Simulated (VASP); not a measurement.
# P (P4/mmm) in VASP: a series of runs

The runs below take P through single point, with r2SCAN.

All numbers are computed with VASP 6.6.1; they aren't measurements. Logs are shortened: lines on timing, memory, paths and dates and some standing lists are left out, and cuts for length are marked.

## (1) The cell of the first run

It takes space group P4/mmm (No. 123, tetragonal). Conventional cell: a = 2.439 Å, b = 2.439 Å, c = 2.389 Å, α = 90.00°, β = 90.00°, γ = 90.00°. P (site symmetry 4/mmm) has 6 P at 2.39 to 2.44 Å within 3.2 Å.

## (2) Single point, r2SCAN (uniaxial strain along c: -2.0 %, then relaxed in part)

POSCAR reads:

```
P
1.0
    2.4393148142      0.0000000000      0.0000000000
    0.0000000000      2.4393148142      0.0000000000
    0.0000000000      0.0000000000      2.3885997662
P
1
Direct
    0.0000000000      0.0000000000      0.0000000000
```

INCAR.step1 reads:

```
SYSTEM = P
ALGO = Normal ; EDIFF = 1E-4
ENCUT = 520 ; GGA = PE
ISMEAR = 0 ; LASPH = .True.
LCHARG = .False. ; LREAL = .False.
LWAVE = .True. ; NBANDS = 8
NELM = 80 ; PREC = Accurate
SIGMA = 0.1
```

INCAR.step2 reads:

```
SYSTEM = P
ALGO = Normal ; EDIFF = 1E-6
ENCUT = 520 ; ISIF = 2
ISMEAR = 0 ; ISTART = 1
LASPH = .True. ; LCHARG = .False.
LMIXTAU = .True. ; LREAL = .False.
LWAVE = .False. ; METAGGA = R2SCAN
NBANDS = 8 ; NELM = 80
PREC = Accurate ; SIGMA = 0.1
```

KPOINTS reads:

```
k-points
0
Gamma
  22 22 22
  0 0 0
```

Potentials or basis: VASP PAW PBE potentials, release 64 (P).

The run is started by

```console
> cat potpaw_PBE.64/P/POTCAR > POTCAR
> cp INCAR.step1 INCAR
> mpirun -np 1 vasp_std > vasp.out
> cp INCAR.step2 INCAR
> mpirun -np 1 vasp_std > vasp.out
```

OUTCAR:

```text
SYSTEM = P
   EDIFF = 1E-6
   ENCUT = 520
   ISIF = 2
   ISMEAR = 0
   ISTART = 1
   LASPH = .True.
   LREAL = .False.
   METAGGA = R2SCAN
   NELM = 80
   PREC = Accurate

 ion  position               nearest neighbor table
   1  0.000  0.000  0.000-

  LATTYP: Found a simple tetragonal cell.
 ALAT       =     2.4393148142
 C/A-ratio  =     0.9792093059

  Lattice vectors:

 A1 = (   2.4393148142,   0.0000000000,   0.0000000000)
 A2 = (   0.0000000000,   2.4393148142,   0.0000000000)
 A3 = (   0.0000000000,   0.0000000000,   2.3885997662)

Analysis of symmetry for initial positions (statically):
=====================================================================
 Subroutine PRICEL returns:
 Original cell was already a primitive cell.

 Routine SETGRP: Setting up the symmetry group for a
 simple tetragonal supercell.

 Subroutine GETGRP returns: Found 16 space group operations
 (whereof 16 operations were pure point group operations)
 out of a pool of 16 trial point group operations.

The static configuration has the point symmetry D_4h.

Analysis of symmetry for dynamics (positions and initial velocities):
=====================================================================
 Subroutine PRICEL returns:
 Original cell was already a primitive cell.

 Routine SETGRP: Setting up the symmetry group for a
 simple tetragonal supercell.

 Subroutine GETGRP returns: Found 16 space group operations
 (whereof 16 operations were pure point group operations)
 out of a pool of 16 trial point group operations.

The dynamic configuration has the point symmetry D_4h.

 Subroutine INISYM returns: Found 16 space group operations
 (whereof 16 operations are pure point group operations),
 and found     1 'primitive' translations

----------------------------------------------------------------------------------------

                                     Primitive cell

  volume of cell :      14.2128

  direct lattice vectors                    reciprocal lattice vectors
     2.439314814  0.000000000  0.000000000     0.409951186  0.000000000  0.000000000
     0.000000000  2.439314814  0.000000000     0.000000000  0.409951186  0.000000000
     0.000000000  0.000000000  2.388599766     0.000000000  0.000000000  0.418655320

[... 79 lines left out ...]
   ENCUT  =  520.0 eV  38.22 Ry    6.18 a.u.   4.54  4.54  4.44*2*pi/ulx,y,z
   NELM   =     80;   NELMIN=  2; NELMDL=  0     # of ELM steps
   EDIFF  = 0.1E-05   stopping-criterion for ELM
   LREAL  =      F    real-space projection
   EDIFFG = 0.1E-04   stopping-criterion for IOM
   NSW    =      0    number of steps for IOM
   IBRION =     -1    ionic relax: 0-MD 1-quasi-New 2-CG
   NFREE  =      0    steps in history (QN), initial steepest desc. (CG)
   ISIF   =      2    stress and relaxation
   ISYM   =      2    0-nonsym 1-usesym 2-fastsym
   POTIM  = 0.5000    time-step for ionic-motion
   TEBEG  =    0.0;   TEEND  =   0.0 temperature during run
   PSTRESS=    0.0 pullay stress
   NELECT =       5.0000    total number of electrons
   NUPDOWN=      -1.0000    fix difference up-down
   EMIN   =  10.00;   EMAX   =-10.00  energy-range for DOS
   EFERMI =   0.00;   METHOD = LEGACY
   ISMEAR =     0;   SIGMA  =   0.10  broadening in eV -4-tet -1-fermi 0-gaus
   EFERMI_NEDOS =   21; number of points for ismear=-14 and -15
   IALGO  =     38    algorithm
   IMIX   =      4    mixing-type and parameters
     AMIX     =   0.40;   BMIX     =  1.00
     AMIX_MAG =   1.60;   BMIX_MAG =  1.00
  volume/ion in A,a.u.               =      14.21        95.91
  Fermi-wavevector in a.u.,A,eV,Ry     =   1.155682  2.183923 18.171963  1.335602
  Thomas-Fermi vector in A             =   2.292309
   LORBIT       =      0    0 simple, 1 ext, 2 COOP (PROOUT), +10 PAW based schemes
   METAGGA = R2SCAN    functional components
   LHFCALC =     F    Hartree Fock is set to
   AEXX    =    0.0000 exact exchange contribution
   IVDW    =     0    specifies the selected vdW correction
   LEPSILON=     F    determine dielectric tensor
   LRPA    =     F    only Hartree local field effects (RPA)
 non-spin polarized calculation
 Gauss-broadening in eV      SIGMA  =   0.10
  energy-cutoff  :      520.00
  volume of cell :       14.21
 maximum number of plane-waves:       401
   NGX =  9   NGY =  9   NGZ =  9

 number of electron       4.9999998 magnetization

 Free energy of the ion-electron system (eV)
  ---------------------------------------------------
  ext. energy  EPLUGINS =         0.00000000
  ---------------------------------------------------
  free energy    TOTEN  =        -8.81540224 eV

  energy without entropy =       -8.81420056  energy(sigma->0) =       -8.81480140

 E-fermi :   9.9460     XC(G=0): -11.9845

 val. band max:        9.9423424157   @ k =   0.4545   0.2727   0.2273
 cond. band min:       9.9596848334   @ k =   0.5000   0.2727   0.1818
 fundamental gap:      0.0173424178
 Fermi energy:         9.9459788513

 k-point     1 :       0.0000    0.0000    0.0000
  band No.  band energies     occupation
      1      -7.6402      2.00000
      2      15.1027      0.00000
      3      15.1027      0.00000
      4      16.0698      0.00000
      5      16.9479      0.00000
      6      17.1900      0.00000
      7      25.8828      0.00000
      8      35.7477      0.00000
[... 243 lines left out ...]
 k-point    24 :       0.0909    0.0909    0.0000
  band No.  band energies     occupation
      1      -7.2442      2.00000
      2      12.0395      0.00000
      3      13.0591      0.00000
      4      16.3835      0.00000
      5      18.9228      0.00000
      6      20.7223      0.00000
      7      26.9232      0.00000
      8      32.8161      0.00000

 [... further k-points ...]

------------------------ aborting loop because EDIFF is reached ----------------------------------------

  FORCE on cell =-STRESS in cart. coord.  units (eV):
  Direction    XX          YY          ZZ          XY          YZ          ZX
  --------------------------------------------------------------------------------------
  -------------------------------------------------------------------------------------
  Total       -0.0325414     -0.0325414      0.5585157      0.0000000      0.0000000      0.0000000
  in kB       -3.6683190     -3.6683190     62.9603107      0.0000000      0.0000000      0.0000000
  external PRESSURE =      18.5412242 kB  Pullay stress =       0.0000000 kB

 VOLUME and BASIS-vectors are now :
 -----------------------------------------------------------------------------
  energy-cutoff  :      520.00
  volume of cell :       14.21
      direct lattice vectors                 reciprocal lattice vectors
     2.439314814  0.000000000  0.000000000     0.409951186  0.000000000  0.000000000
     0.000000000  2.439314814  0.000000000     0.000000000  0.409951186  0.000000000
     0.000000000  0.000000000  2.388599766     0.000000000  0.000000000  0.418655320

 POSITION                                       TOTAL-FORCE (eV/Angst)
 -----------------------------------------------------------------------------------
      0.00000      0.00000      0.00000         0.000000      0.000000      0.000000
 -----------------------------------------------------------------------------------
    total drift:                                0.000000     -0.000000     -0.000000

  FREE ENERGIE OF THE ION-ELECTRON SYSTEM (eV)
  ---------------------------------------------------
  free  energy   TOTEN  =        -8.8154022430 eV

  energy  without entropy=       -8.8142005621  energy(sigma->0) =       -8.81480140
```

OSZICAR.step1:

```text
N       E                     dE             d eps       ncg     rms          rms(c)
DAV:   1     0.521656932524E+00    0.52166E+00   -0.21596E+03 15752   0.453E+02
DAV:   2    -0.521014908805E+01   -0.57318E+01   -0.54177E+01 21712   0.490E+01
DAV:   3    -0.526615552177E+01   -0.56006E-01   -0.55842E-01 17096   0.527E+00
DAV:   4    -0.526623576973E+01   -0.80248E-04   -0.80248E-04 23816   0.218E-01
DAV:   5    -0.526623584874E+01   -0.79006E-07   -0.78784E-07 17144   0.375E-03    0.484E+00
DAV:   6    -0.526689399420E+01   -0.65815E-03   -0.67222E-04 20064   0.223E-01    0.287E+00
DAV:   7    -0.526779643023E+01   -0.90244E-03   -0.17904E-03 17680   0.378E-01    0.114E-01
DAV:   8    -0.526788831079E+01   -0.91881E-04   -0.11281E-04 19504   0.835E-02
   1 F= -.52678883E+01 E0= -.52672367E+01  d E =-.130325E-02
```

Wall time 8.8 min (1 thread of Intel Xeon 8259CL, shared host); peak memory 0.16 GiB.

Results:

```yaml
Free_energy: -8.8154 eV
Pressure: 1.9 GPa
Band_gap_on_the_k_mesh: zero (an odd number of electrons rules out a gap without spin polarisation)
```

Stress tensor (GPa, compression positive):
```
-0.37  0.00  0.00
 0.00 -0.37  0.00
 0.00  0.00  6.30
```

Caveat: the cell differs from its parent crystal (uniaxial strain along c: -2.0 %, then relaxed in part); the stress differs along the axes, from -0 to 6 GPa; the PAW data sets were made with another functional, which shifts forces and pressure a little; an odd number of electrons without spin polarisation forces a metal; a magnetic or distorted state may lie lower.

## (3) Single point, r2SCAN (uniaxial strain along c: -3.0 %)

POSCAR reads:

```
P
1.0
    2.4556268004      0.0000000000      0.0000000000
    0.0000000000      2.4556268004      0.0000000000
    0.0000000000      0.0000000000      2.3642262991
P
1
Direct
    0.0000000000      0.0000000000      0.0000000000
```

INCAR.step1 reads:

```
SYSTEM = P
  PREC = Accurate
  ENCUT = 520
  ISMEAR = 0
  SIGMA = 0.1
  LREAL = .False.
  LASPH = .True.
  NELM = 80
  NBANDS = 8
  GGA = PE
  ALGO = Normal
  EDIFF = 1E-4
  LWAVE = .True.
  LCHARG = .False.
```

INCAR.step2 reads:

```
SYSTEM = P
  PREC = Accurate
  ENCUT = 520
  EDIFF = 1E-6
  ISMEAR = 0
  SIGMA = 0.1
  LREAL = .False.
  LASPH = .True.
  NELM = 80
  ALGO = Normal
  ISIF = 2
  LWAVE = .False.
  LCHARG = .True.
  METAGGA = R2SCAN
  LMIXTAU = .True.
  LELF = .True.
  LVHAR = .True.
  NBANDS = 8
  ISTART = 1
```

KPOINTS reads:

```
regular mesh
0
Gamma
  22 22 22
  0 0 0
```

Potentials or basis: VASP PAW PBE potentials, release 64 (P).

The run is started by

```console
> cat potpaw_PBE.64/P/POTCAR > POTCAR
> cp INCAR.step1 INCAR
> mpirun -np 1 vasp_std > vasp.out
> cp INCAR.step2 INCAR
> mpirun -np 1 vasp_std > vasp.out
```

It took 8.2 min on 1 thread of Intel Xeon 8259CL, shared host; peak memory 0.16 GiB.

The run converged. Its results:

```yaml
Free_energy: -8.8064 eV
Pressure: 1.7 GPa
Band_gap_on_the_k_mesh: zero (an odd number of electrons rules out a gap without spin polarisation)
```

Stress tensor (GPa, compression positive):
```
-2.33  0.00  0.00
 0.00 -2.33  0.00
 0.00  0.00  9.81
```

Levels at points of the mesh, in eV from the Fermi level:
```csv
k point,band 1,band 2,band 3,band 4,band 5,band 6,band 7
"(0.00, 0.00, 0.00)",-17.59,4.86,4.86,6.61,6.87,7.28,15.94
"(0.50, 0.00, 0.00)",-13.21,-9.25,7.78,9.51,9.68,14.78,16.36
"(0.50, 0.50, 0.00)",-8.43,-5.86,-5.86,1.11,12.23,18.40,18.86
"(0.00, 0.00, 0.50)",-12.41,-9.32,8.38,8.38,9.95,14.63,14.63
"(0.50, 0.00, 0.50)",-7.49,-6.02,-5.27,1.19,11.12,17.15,17.87
"(0.50, 0.50, 0.50)",-2.98,-2.14,-2.14,-1.22,4.79,4.79,5.35
```

Caveat: the cell differs from its parent crystal (uniaxial strain along c: -3.0 %); the stress differs along the axes, from -2 to 10 GPa; the PAW data sets were made with another functional, which shifts forces and pressure a little; an odd number of electrons without spin polarisation forces a metal; a magnetic or distorted state may lie lower.
